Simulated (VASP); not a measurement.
# BeS (P-42_1c) in VASP: relaxation of cell and atoms with PBE

Aim: the relaxation of cell and atoms of BeS with PBE.

All numbers are computed with VASP 6.6.1; they aren't measurements. Logs are shortened: lines on timing, memory, paths and dates and some standing lists are left out, and cuts for length are marked.

## Step 1: The cell of the first run

Symmetry: P-42_1c, No. 114, tetragonal system. The conventional cell has a = 6.428 Å, b = 6.428 Å, c = 5.815 Å, α = 90.00°, β = 90.00°, γ = 90.00°. Within 2.8 Å of Be (site symmetry 1) lie 4 S at 2.13 to 2.20 Å and 1 Be at 2.58 Å. Within 2.8 Å of S (site symmetry 1) lie 4 Be at 2.13 to 2.20 Å.

The cell was built from a structure type or drawn by symmetry, and may not be a known phase.

## Step 2: Relaxation of cell and atoms, PBE

INCAR

```
SYSTEM = BeS
PREC     = Accurate       ! precision mode
ENCUT    = 600            ! plane-wave cutoff, eV
EDIFF    = 1E-7           ! SCF threshold, eV
ISMEAR   = 0              ! smearing method
SIGMA    = 0.02           ! smearing width, eV
LREAL    = .False.        ! projectors in reciprocal space
LASPH    = .True.         ! aspherical terms in the spheres
NELM     = 120            ! most SCF steps
ALGO     = Normal         ! electronic algorithm
ISIF     = 3              ! what is computed and relaxed
LWAVE    = .False.        ! write WAVECAR
LCHARG   = .False.        ! write CHGCAR
GGA      = PE             ! functional
IBRION   = 2              ! ionic algorithm
NSW      = 100            ! ionic steps
EDIFFG   = -0.01          ! ionic threshold
GGA_COMPAT= .False.      
NELMIN   = 4
```

KPOINTS

```
Automatic mesh
0
Gamma
  4 4 6
  0 0 0
```

POSCAR

```
BeS
1.0
    6.4282941881      0.0000000000      0.0000000000
    0.0000000000      6.4282941881      0.0000000000
    0.0000000000      0.0000000000      5.8152064593
Be S
8 8
Direct
    0.8051543414      0.4513514921      0.3374878102
    0.1948456586      0.5486485079      0.3374878102
    0.3051543414      0.0486485079      0.1625121898
    0.6948456586      0.9513514921      0.1625121898
    0.9513514921      0.3051543414      0.8374878102
    0.5486485079      0.8051543414      0.6625121898
    0.4513514921      0.1948456586      0.6625121898
    0.0486485079      0.6948456586      0.8374878102
    0.4346838595      0.7771122274      0.3169265518
    0.0653161405      0.2771122274      0.1830734482
    0.9346838595      0.7228877726      0.1830734482
    0.5653161405      0.2228877726      0.3169265518
    0.2771122274      0.9346838595      0.8169265518
    0.7228877726      0.0653161405      0.8169265518
    0.7771122274      0.5653161405      0.6830734482
    0.2228877726      0.4346838595      0.6830734482
```

Potentials or basis: VASP PAW PBE potentials, release 64 (Be, S).

Started as:

```bash
cat potpaw_PBE.64/Be/POTCAR potpaw_PBE.64/S/POTCAR > POTCAR
mpirun -np 1 vasp_std > vasp.out
```

OUTCAR:

```text
SYSTEM = BeS
   PREC = Accurate
   ENCUT = 600
   EDIFF = 1E-7
   ISMEAR = 0
   LREAL = .False.
   LASPH = .True.
   NELM = 120
   ISIF = 3
   GGA = PE
   IBRION = 2
   NSW = 100
   EDIFFG = -0.01
   NELMIN = 4

 ion  position               nearest neighbor table
   1  0.805  0.451  0.337-  11 2.13  12 2.13  15 2.15  10 2.20
   2  0.195  0.549  0.337-  10 2.13   9 2.13  16 2.15  11 2.20
   3  0.305  0.049  0.163-   9 2.13  10 2.13  13 2.15  12 2.20
   4  0.695  0.951  0.163-  12 2.13  11 2.13  14 2.15   9 2.20
   5  0.951  0.305  0.837-  16 2.13  14 2.13  10 2.15  15 2.20
   6  0.549  0.805  0.663-  13 2.13  15 2.13   9 2.15  14 2.20
[... 8 lines left out ...]
  15  0.777  0.565  0.683-   8 2.13   6 2.13   1 2.15   5 2.20
  16  0.223  0.435  0.683-   5 2.13   7 2.13   2 2.15   8 2.20

  LATTYP: Found a simple tetragonal cell.
 ALAT       =     6.4282941881
 C/A-ratio  =     0.9046266846

  Lattice vectors:

 A1 = (   6.4282941881,   0.0000000000,   0.0000000000)
 A2 = (   0.0000000000,   6.4282941881,   0.0000000000)
 A3 = (   0.0000000000,   0.0000000000,   5.8152064593)

Analysis of symmetry for initial positions (statically):
=====================================================================
 Subroutine PRICEL returns:
 Original cell was already a primitive cell.

 Routine SETGRP: Setting up the symmetry group for a
 simple tetragonal supercell.

 Subroutine GETGRP returns: Found  8 space group operations
 (whereof  4 operations were pure point group operations)
 out of a pool of 16 trial point group operations.

The static configuration has the point symmetry S_4 .
 The point group associated with its full space group is D_2d.

Analysis of symmetry for dynamics (positions and initial velocities):
=====================================================================
 Subroutine PRICEL returns:
 Original cell was already a primitive cell.

 Routine SETGRP: Setting up the symmetry group for a
 simple tetragonal supercell.

 Subroutine GETGRP returns: Found  8 space group operations
 (whereof  4 operations were pure point group operations)
 out of a pool of 16 trial point group operations.

The dynamic configuration has the point symmetry S_4 .
 The point group associated with its full space group is D_2d.

 Subroutine INISYM returns: Found  8 space group operations
 (whereof  4 operations are pure point group operations),
 and found     1 'primitive' translations

----------------------------------------------------------------------------------------

                                     Primitive cell

  volume of cell :     240.3016

  direct lattice vectors                    reciprocal lattice vectors
     6.428294188  0.000000000  0.000000000     0.155562264  0.000000000  0.000000000
     0.000000000  6.428294188  0.000000000     0.000000000  0.155562264  0.000000000
     0.000000000  0.000000000  5.815206459     0.000000000  0.000000000  0.171962940

  length of vectors
     6.428294188  6.428294188  5.815206459     0.155562264  0.155562264  0.171962940

  position of ions in fractional coordinates (direct lattice)
     0.805154341  0.451351492  0.337487810
     0.194845659  0.548648508  0.337487810
     0.305154341  0.048648508  0.162512190
     0.694845659  0.951351492  0.162512190
     0.951351492  0.305154341  0.837487810
     0.548648508  0.805154341  0.662512190
[... 8 lines left out ...]
     0.777112227  0.565316141  0.683073448
     0.222887773  0.434683859  0.683073448

  ion indices of the primitive-cell ions
[... 101 lines left out ...]
   EMIN   =  10.00;   EMAX   =-10.00  energy-range for DOS
   EFERMI =   0.00;   METHOD = LEGACY
   ISMEAR =     0;   SIGMA  =   0.02  broadening in eV -4-tet -1-fermi 0-gaus
   EFERMI_NEDOS =   21; number of points for ismear=-14 and -15
   IALGO  =     38    algorithm
   IMIX   =      4    mixing-type and parameters
     AMIX     =   0.40;   BMIX     =  1.00
     AMIX_MAG =   1.60;   BMIX_MAG =  1.00
  volume/ion in A,a.u.               =      15.02       101.35
  Fermi-wavevector in a.u.,A,eV,Ry     =   1.053293  1.990436 15.094665  1.109427
  Thomas-Fermi vector in A             =   2.188409
   LORBIT       =      0    0 simple, 1 ext, 2 COOP (PROOUT), +10 PAW based schemes
   GGA     = PE    functional components
   LHFCALC =     F    Hartree Fock is set to
   AEXX    =    0.0000 exact exchange contribution
   IVDW    =     0    specifies the selected vdW correction
   LEPSILON=     F    determine dielectric tensor
   LRPA    =     F    only Hartree local field effects (RPA)
 conjugate gradient relaxation of ions
 non-spin polarized calculation
 Gauss-broadening in eV      SIGMA  =   0.02
  energy-cutoff  :      600.00
  volume of cell :      240.30
 maximum number of plane-waves:      8092
 NGX is ok and might be reduce to    54
   NGX = 25   NGY = 25   NGZ = 23

--------------------------------------- Ionic step        1  -------------------------------------------

 number of electron      63.9999990 magnetization

 Free energy of the ion-electron system (eV)
  ---------------------------------------------------
  ext. energy  EPLUGINS =         0.00000000
  ---------------------------------------------------
  free energy    TOTEN  =       -73.80394587 eV

  energy without entropy =      -73.80394587  energy(sigma->0) =      -73.80394587

------------------------ aborting loop because EDIFF is reached ----------------------------------------

  FORCE on cell =-STRESS in cart. coord.  units (eV):
  Direction    XX          YY          ZZ          XY          YZ          ZX
  --------------------------------------------------------------------------------------
  -------------------------------------------------------------------------------------
  Total        0.3802592      0.3802592      0.1762735      0.0000000      0.0000000      0.0000000
  in kB        2.5353252      2.5353252      1.1752791      0.0000000      0.0000000      0.0000000
  external PRESSURE =       2.0819765 kB  Pullay stress =       0.0000000 kB

 VOLUME and BASIS-vectors are now :
 -----------------------------------------------------------------------------
  energy-cutoff  :      600.00
  volume of cell :      240.30
      direct lattice vectors                 reciprocal lattice vectors
     6.428294188  0.000000000  0.000000000     0.155562264  0.000000000  0.000000000
     0.000000000  6.428294188  0.000000000     0.000000000  0.155562264  0.000000000
     0.000000000  0.000000000  5.815206459     0.000000000  0.000000000  0.171962940

 POSITION                                       TOTAL-FORCE (eV/Angst)
 -----------------------------------------------------------------------------------
      5.17577      2.90142      1.96256         0.002864     -0.004715     -0.004191
      1.25253      3.52687      1.96256        -0.002864      0.004715     -0.004191
      1.96162      0.31273      0.94504         0.002864      0.004715      0.004191
      4.46667      6.11557      0.94504        -0.002864     -0.004715      0.004191
      6.11557      1.96162      4.87016        -0.004715      0.002864     -0.004191
      3.52687      5.17577      3.85265         0.004715      0.002864      0.004191
[... 8 lines left out ...]
      4.99551      3.63402      3.97221        -0.014605      0.001733      0.008638
      1.43279      2.79428      3.97221         0.014605     -0.001733      0.008638
 -----------------------------------------------------------------------------------
    total drift:                                0.000000      0.000000      0.000000

  FREE ENERGIE OF THE ION-ELECTRON SYSTEM (eV)
  ---------------------------------------------------
  free  energy   TOTEN  =       -73.8039458702 eV

  energy  without entropy=      -73.8039458702  energy(sigma->0) =      -73.80394587

--------------------------------------- Ionic step        2  -------------------------------------------

 number of electron      63.9999989 magnetization

 Free energy of the ion-electron system (eV)
  ---------------------------------------------------
  ext. energy  EPLUGINS =         0.00000000
  ---------------------------------------------------
  free energy    TOTEN  =       -73.80436958 eV

  energy without entropy =      -73.80436958  energy(sigma->0) =      -73.80436958

 E-fermi :   3.9480     XC(G=0):  -9.4812

 val. band max:        3.8481605748   @ k =   0.0000   0.0000   0.1667
 cond. band min:       6.1423934336   @ k =   0.0000   0.0000   0.0000
 fundamental gap:      2.2942328588
 Fermi energy:         3.9479887483

 k-point     1 :       0.0000    0.0000    0.0000
  band No.  band energies     occupation
      1      -9.9697      2.00000
      2      -8.6976      2.00000
      3      -8.3038      2.00000
      4      -8.2649      2.00000
      5      -8.2649      2.00000
      6      -8.2422      2.00000
[... 1045 lines left out ...]
     40       8.6706      0.00000
     41       9.4092      0.00000

------------------------ aborting loop because EDIFF is reached ----------------------------------------

  FORCE on cell =-STRESS in cart. coord.  units (eV):
  Direction    XX          YY          ZZ          XY          YZ          ZX
  --------------------------------------------------------------------------------------
  -------------------------------------------------------------------------------------
  Total       -0.0669722     -0.0669722     -0.1253517      0.0000000      0.0000000      0.0000000
  in kB       -0.4452690     -0.4452690     -0.8334090      0.0000000      0.0000000      0.0000000
  external PRESSURE =      -0.5746490 kB  Pullay stress =       0.0000000 kB

 VOLUME and BASIS-vectors are now :
 -----------------------------------------------------------------------------
  energy-cutoff  :      600.00
  volume of cell :      240.98
      direct lattice vectors                 reciprocal lattice vectors
     6.435664514  0.000000000  0.000000000     0.155384110  0.000000000 -0.000000000
     0.000000000  6.435664514  0.000000000     0.000000000  0.155384110  0.000000000
     0.000000000  0.000000000  5.818297206    -0.000000000  0.000000000  0.171871591

 POSITION                                       TOTAL-FORCE (eV/Angst)
 -----------------------------------------------------------------------------------
      5.18184      2.90452      1.96340         0.006418      0.000683     -0.001165
      1.25382      3.53115      1.96340        -0.006418     -0.000683     -0.001165
      1.96401      0.31331      0.94575         0.006418     -0.000683      0.001165
      4.47166      6.12235      0.94575        -0.006418      0.000683      0.001165
      6.12235      1.96401      4.87255         0.000683      0.006418     -0.001165
      3.53115      5.18184      3.85490        -0.000683      0.006418      0.001165
[... 8 lines left out ...]
      5.00053      3.63827      3.97474         0.004809     -0.000672      0.005267
      1.43514      2.79740      3.97474        -0.004809      0.000672      0.005267
 -----------------------------------------------------------------------------------
    total drift:                                0.000000      0.000000      0.000000

  FREE ENERGIE OF THE ION-ELECTRON SYSTEM (eV)
  ---------------------------------------------------
  free  energy   TOTEN  =       -73.8043695795 eV

  energy  without entropy=      -73.8043695795  energy(sigma->0) =      -73.80436958

 reached required accuracy - stopping structural energy minimisation
```

It took 5.3 min on 1 thread of Intel Xeon 6975P-C (Granite Rapids), shared host; peak memory 0.48 GiB.

What came out:

```yaml
Free_energy: -73.8044 eV
Relaxed_volume: 15.06 Å³/atom
Relaxed_cell: a = 6.436 Å, b = 6.436 Å, c = 5.818 Å, α = 90.00°, β = 90.00°, γ = 90.00°
Space_group_after_relaxing_to_0.1_Å: P-42_1c (No. 114)
Energy_gained_by_relaxing: 0.0 meV/atom
Ionic_steps: 2
Pressure_after_relaxing: -0.1 GPa
Largest_force_after_relaxing: 0.007 eV/Å
Band_gap_on_the_k_mesh: 2.29 eV (least direct gap 2.39 eV)
```

Forces in eV/Å, atoms in the order of the input:
```
Be   0.006  0.001 -0.001
Be  -0.006 -0.001 -0.001
Be   0.006 -0.001  0.001
Be  -0.006  0.001  0.001
Be   0.001  0.006 -0.001
Be  -0.001  0.006  0.001
Be   0.001 -0.006  0.001
Be  -0.001 -0.006 -0.001
S    0.001  0.005 -0.005
S   -0.001  0.005  0.005
S    0.001 -0.005  0.005
S   -0.001 -0.005 -0.005
S    0.005  0.001 -0.005
S   -0.005 -0.001 -0.005
S    0.005 -0.001  0.005
S   -0.005  0.001  0.005
```

The path:
```csv
step,energy change (eV),largest force (eV/Å),pressure (GPa),volume (Å³)
1,0.0000,0.0171,0.21,240.30
2,-0.0004,0.0072,-0.06,240.98
```

Final structure:
```yaml
crystal:
  lattice:
    - [6.43566, 0.00000, 0.00000]
    - [0.00000, 6.43566, 0.00000]
    - [0.00000, 0.00000, 5.81830]
  atoms:
    - { symbol: Be, position: [0.80518, 0.45132, 0.33745] }
    - { symbol: Be, position: [0.19482, 0.54868, 0.33745] }
    - { symbol: Be, position: [0.30518, 0.04868, 0.16255] }
    - { symbol: Be, position: [0.69482, 0.95132, 0.16255] }
    - { symbol: Be, position: [0.95132, 0.30518, 0.83745] }
    - { symbol: Be, position: [0.54868, 0.80518, 0.66255] }
    - { symbol: Be, position: [0.45132, 0.19482, 0.66255] }
    - { symbol: Be, position: [0.04868, 0.69482, 0.83745] }
    - { symbol: S, position: [0.43467, 0.77700, 0.31685] }
    - { symbol: S, position: [0.06533, 0.27700, 0.18315] }
    - { symbol: S, position: [0.93467, 0.72300, 0.18315] }
    - { symbol: S, position: [0.56533, 0.22300, 0.31685] }
    - { symbol: S, position: [0.27700, 0.93467, 0.81685] }
    - { symbol: S, position: [0.72300, 0.06533, 0.81685] }
    - { symbol: S, position: [0.77700, 0.56533, 0.68315] }
    - { symbol: S, position: [0.22300, 0.43467, 0.68315] }
```

A k mesh can miss the band edges.
